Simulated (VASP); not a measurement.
# TaHg2 (P-3m1) in VASP: further runs, part 2 of 2

VASP 6.6.1. The steps go on from the part before.

**3. Single point, PBE**

This run uses another cell than the first one, of 25.04 Å³/atom.

INCAR

```
PREC = Accurate
ENCUT = 520
EDIFF = 1E-6
ISMEAR = 0
SIGMA = 0.1
LREAL = F
LASPH = T
NELM = 60
ALGO = Normal
ISIF = 2
LWAVE = F
LCHARG = F
GGA = PE
NBANDS = 24
```

KPOINTS

```
regular mesh
0
Gamma
  6 6 4
```

POSCAR

```
TaHg2
1.0
    3.4333143900      0.0000000000      0.0000000000
   -1.7166572000      2.9733374800      0.0000000000
    0.0000000000      0.0000000000      7.3591572400
Ta Hg
1 2
Direct
    0.0000000000      0.0000000000      0.0000000000
    0.3333333300      0.6666666700      0.3302945100
    0.6666666700      0.3333333300      0.6697054900
```

Potentials or basis: VASP PAW PBE potentials, release 64 (Ta_pv, Hg).

Launch:

```
cat potpaw_PBE.64/Ta_pv/POTCAR potpaw_PBE.64/Hg/POTCAR > POTCAR
mpirun -np 1 vasp_std > vasp.out
```

OUTCAR:

```text
PREC = Accurate
   ENCUT = 520
   EDIFF = 1E-6
   ISMEAR = 0
   LREAL = F
   LASPH = T
   NELM = 60
   ISIF = 2
   GGA = PE

 ion  position               nearest neighbor table
   1  0.000  0.000  0.000-   2 3.14   3 3.14   3 3.14   2 3.14   3 3.14   2 3.14
   2  0.333  0.667  0.330-   1 3.14   1 3.14   1 3.14   3 3.19   3 3.19   3 3.19
   3  0.667  0.333  0.670-   1 3.14   1 3.14   1 3.14   2 3.19   2 3.19   2 3.19

  LATTYP: Found a hexagonal cell.
 ALAT       =     3.4333143900
 C/A-ratio  =     2.1434556828

  Lattice vectors:

 A1 = (   3.4333143900,   0.0000000000,   0.0000000000)
 A2 = (  -1.7166572000,   2.9733374800,   0.0000000000)
 A3 = (   0.0000000000,   0.0000000000,   7.3591572400)

Analysis of symmetry for initial positions (statically):
=====================================================================
 Subroutine PRICEL returns:
 Original cell was already a primitive cell.

 Routine SETGRP: Setting up the symmetry group for a
 hexagonal supercell.

 Subroutine GETGRP returns: Found 12 space group operations
 (whereof 12 operations were pure point group operations)
 out of a pool of 24 trial point group operations.

The static configuration has the point symmetry D_3d.

Analysis of symmetry for dynamics (positions and initial velocities):
=====================================================================
 Subroutine PRICEL returns:
 Original cell was already a primitive cell.

 Routine SETGRP: Setting up the symmetry group for a
 hexagonal supercell.

 Subroutine GETGRP returns: Found 12 space group operations
 (whereof 12 operations were pure point group operations)
 out of a pool of 24 trial point group operations.

The dynamic configuration has the point symmetry D_3d.

 Subroutine INISYM returns: Found 12 space group operations
 (whereof 12 operations are pure point group operations),
 and found     1 'primitive' translations

----------------------------------------------------------------------------------------

                                     Primitive cell

  volume of cell :      75.1252

  direct lattice vectors                    reciprocal lattice vectors
     3.433314390  0.000000000  0.000000000     0.291263743  0.168161201  0.000000000
    -1.716657200  2.973337480  0.000000000     0.000000000  0.336322401  0.000000000
     0.000000000  0.000000000  7.359157240     0.000000000  0.000000000  0.135885125

  length of vectors
     3.433314390  3.433314392  7.359157240     0.336322401  0.336322401  0.135885125

  position of ions in fractional coordinates (direct lattice)
     0.000000000  0.000000000  0.000000000
     0.333333330  0.666666670  0.330294510
     0.666666670  0.333333330  0.669705490

  ion indices of the primitive-cell ions
   primitive index   ion index
                 1           1
                 2           2
                 3           3

----------------------------------------------------------------------------------------

 KPOINTS: regular mesh

Automatic generation of k-mesh.
 Grid dimensions read from file:
 generate k-points for:    6    6    4

 Generating k-lattice:

  Cartesian coordinates                     Fractional coordinates (reciprocal lattice)
     0.048543957  0.028026867  0.000000000     0.166666667  0.000000000  0.000000000
     0.000000000  0.056053733  0.000000000     0.000000000  0.166666667  0.000000000
     0.000000000  0.000000000  0.033971281     0.000000000  0.000000000  0.250000000

  Length of vectors
     0.056053734  0.056053733  0.033971281

  Shift w.r.t. Gamma in fractional coordinates (k-lattice)
     0.000000000  0.000000000  0.000000000

 Subroutine IBZKPT returns following result:
 ===========================================

 Found     24 irreducible k-points:

 Following reciprocal coordinates:
            Coordinates               Weight
  0.000000  0.000000  0.000000      1.000000
  0.166667  0.000000  0.000000      6.000000
  0.333333  0.000000  0.000000      6.000000
  0.500000 -0.000000  0.000000      3.000000
  0.166667  0.166667  0.000000      6.000000
  0.333333  0.166667  0.000000     12.000000
[... 16 lines left out ...]
  0.333333  0.166667  0.500000     12.000000
  0.333333  0.333333  0.500000      2.000000
   k-points           NKPTS =     24   k-points in BZ     NKDIM =     24   number of bands    NBANDS=     24
   number of dos      NEDOS =    301   number of ions     NIONS =      3
   total plane-waves  NPLWV =  43904
   dimension x,y,z NGX =    28 NGY =   28 NGZ =   56
   dimension x,y,z NGXF=    56 NGYF=   56 NGZF=  112
   ions per type =               1   2
   NGX,Y,Z   is equivalent  to a cutoff of  13.56, 13.56, 12.65 a.u.
   NGXF,Y,Z  is equivalent  to a cutoff of  27.12, 27.12, 25.30 a.u.
 SYSTEM =  unknown system
   PREC   = accura    normal or accurate (medium, high low for compatibility)
   ISTART =      0    job   : 0-new  1-cont  2-samecut
   ICHARG =      2    charge: 1-file 2-atom 10-const
   ISPIN  =      1    spin polarized calculation?
   LNONCOLLINEAR =      F non collinear calculations
   LSORBIT =      F    spin-orbit coupling
   LASPH  =      T    aspherical Exc in radial PAW
   ENCUT  =  520.0 eV  38.22 Ry    6.18 a.u.   6.38  6.38 13.68*2*pi/ulx,y,z
   NELM   =     60;   NELMIN=  2; NELMDL= -5     # of ELM steps
   EDIFF  = 0.1E-05   stopping-criterion for ELM
   LREAL  =      F    real-space projection
   EDIFFG = 0.1E-04   stopping-criterion for IOM
   NSW    =      0    number of steps for IOM
   IBRION =     -1    ionic relax: 0-MD 1-quasi-New 2-CG
   NFREE  =      0    steps in history (QN), initial steepest desc. (CG)
   ISIF   =      2    stress and relaxation
   ISYM   =      2    0-nonsym 1-usesym 2-fastsym
   POTIM  = 0.5000    time-step for ionic-motion
   TEBEG  =    0.0;   TEEND  =   0.0 temperature during run
   PSTRESS=    0.0 pullay stress
   NELECT =      35.0000    total number of electrons
   NUPDOWN=      -1.0000    fix difference up-down
   EMIN   =  10.00;   EMAX   =-10.00  energy-range for DOS
   EFERMI =   0.00;   METHOD = LEGACY
   ISMEAR =     0;   SIGMA  =   0.10  broadening in eV -4-tet -1-fermi 0-gaus
   EFERMI_NEDOS =   21; number of points for ismear=-14 and -15
   IALGO  =     38    algorithm
   IMIX   =      4    mixing-type and parameters
     AMIX     =   0.40;   BMIX     =  1.00
     AMIX_MAG =   1.60;   BMIX_MAG =  1.00
  volume/ion in A,a.u.               =      25.04       168.99
  Fermi-wavevector in a.u.,A,eV,Ry     =   1.269119  2.398286 21.914389  1.610662
  Thomas-Fermi vector in A             =   2.402177
   LORBIT       =      0    0 simple, 1 ext, 2 COOP (PROOUT), +10 PAW based schemes
   GGA     = PE    functional components
   LHFCALC =     F    Hartree Fock is set to
   AEXX    =    0.0000 exact exchange contribution
   IVDW    =     0    specifies the selected vdW correction
   LEPSILON=     F    determine dielectric tensor
   LRPA    =     F    only Hartree local field effects (RPA)
 non-spin polarized calculation
 Gauss-broadening in eV      SIGMA  =   0.10
  energy-cutoff  :      520.00
  volume of cell :       75.13
 maximum number of plane-waves:      2040
 NGX is ok and might be reduce to    28
   NGX = 13   NGY = 13   NGZ = 27

 number of electron      35.0000001 magnetization

 Free energy of the ion-electron system (eV)
  ---------------------------------------------------
  ext. energy  EPLUGINS =         0.00000000
  ---------------------------------------------------
  free energy    TOTEN  =       -10.11037882 eV

  energy without entropy =      -10.08599709  energy(sigma->0) =      -10.09818795

 E-fermi :   2.8871     XC(G=0): -10.7386

 val. band max:        2.8848070474   @ k =   0.1667   0.0000   0.0000
 cond. band min:       2.9151658315   @ k =   0.1667   0.0000   0.5000
 fundamental gap:      0.0303587841
 Fermi energy:         2.8871035330

 k-point     1 :       0.0000    0.0000    0.0000
  band No.  band energies     occupation
      1     -32.5656      2.00000
      2     -32.2951      2.00000
      3     -32.2951      2.00000
      4      -5.5466      2.00000
      5      -4.7447      2.00000
      6      -4.2521      2.00000
[... 16 lines left out ...]
     23      10.9665      0.00000
     24      13.6962      0.00000
[... 598 lines left out ...]
      2     -32.4138      2.00000
      3     -32.4138      2.00000
      4      -4.5318      2.00000
      5      -4.4788      2.00000
      6      -4.4788      2.00000
[... 16 lines left out ...]
     23       5.8686      0.00000
     24       5.9515      0.00000

------------------------ aborting loop because EDIFF is reached ----------------------------------------

  FORCE on cell =-STRESS in cart. coord.  units (eV):
  Direction    XX          YY          ZZ          XY          YZ          ZX
  --------------------------------------------------------------------------------------
  -------------------------------------------------------------------------------------
  Total       -6.7461024     -6.7461024     -4.9115802      0.0000000     -0.0000000      0.0000000
  in kB     -143.8724546   -143.8724545   -104.7480535      0.0000002     -0.0000000      0.0000000
  external PRESSURE =    -130.8309875 kB  Pullay stress =       0.0000000 kB

 VOLUME and BASIS-vectors are now :
 -----------------------------------------------------------------------------
  energy-cutoff  :      520.00
  volume of cell :       75.13
      direct lattice vectors                 reciprocal lattice vectors
     3.433314390  0.000000000  0.000000000     0.291263743  0.168161201  0.000000000
    -1.716657200  2.973337480  0.000000000     0.000000000  0.336322401  0.000000000
     0.000000000  0.000000000  7.359157240     0.000000000  0.000000000  0.135885125

 POSITION                                       TOTAL-FORCE (eV/Angst)
 -----------------------------------------------------------------------------------
      0.00000      0.00000      0.00000        -0.000000      0.000000      0.000000
     -0.00000      1.98222      2.43069         0.000000      0.000000     -0.537671
      1.71666      0.99111      4.92847         0.000000      0.000000      0.537671
 -----------------------------------------------------------------------------------
    total drift:                                0.000000     -0.000000      0.000000

  FREE ENERGIE OF THE ION-ELECTRON SYSTEM (eV)
  ---------------------------------------------------
  free  energy   TOTEN  =       -10.1103788180 eV

  energy  without entropy=      -10.0859970907  energy(sigma->0) =      -10.09818795
```

Wall time 42 s (1 thread of Intel Xeon Platinum 8259CL at 2.50GHz (Skylake/Cascade Lake), shared host); peak memory 0.22 GiB.

Results:

```
Free energy            : -10.1104 eV
Pressure               : -13.1 GPa
Largest force          : 0.538 eV/Å
Band gap on the k mesh : zero (an odd number of electrons rules out a gap without spin polarisation)
```

Forces in eV/Å, atoms in the order of the input:
```
Ta   0.000  0.000  0.000
Hg   0.000  0.000 -0.538
Hg   0.000  0.000  0.538
```

Stress tensor (GPa, compression positive):
```
-14.39   0.00   0.00
  0.00 -14.39   0.00
  0.00   0.00 -10.47
```

Levels at points of the mesh, in eV from the Fermi level:
```csv
k point,band 15,band 16,band 17,band 18,band 19,band 20
"(0.00, 0.00, 0.00)",-4.89,-4.40,-0.51,0.34,0.34,1.71
"(0.50, 0.00, 0.00)",-3.00,-2.38,-1.31,0.22,1.16,1.35
"(0.00, 0.00, 0.50)",-6.40,-2.06,-0.43,0.35,0.35,1.74
"(0.50, 0.00, 0.50)",-2.63,-2.34,-1.35,-0.63,0.21,0.99
```

Caveat: the cell stands under tension; spin-orbit coupling is left out, which moves the levels of the heavy elements.

The gap in the log of VASP goes by the Fermi energy; the results here count the filled bands.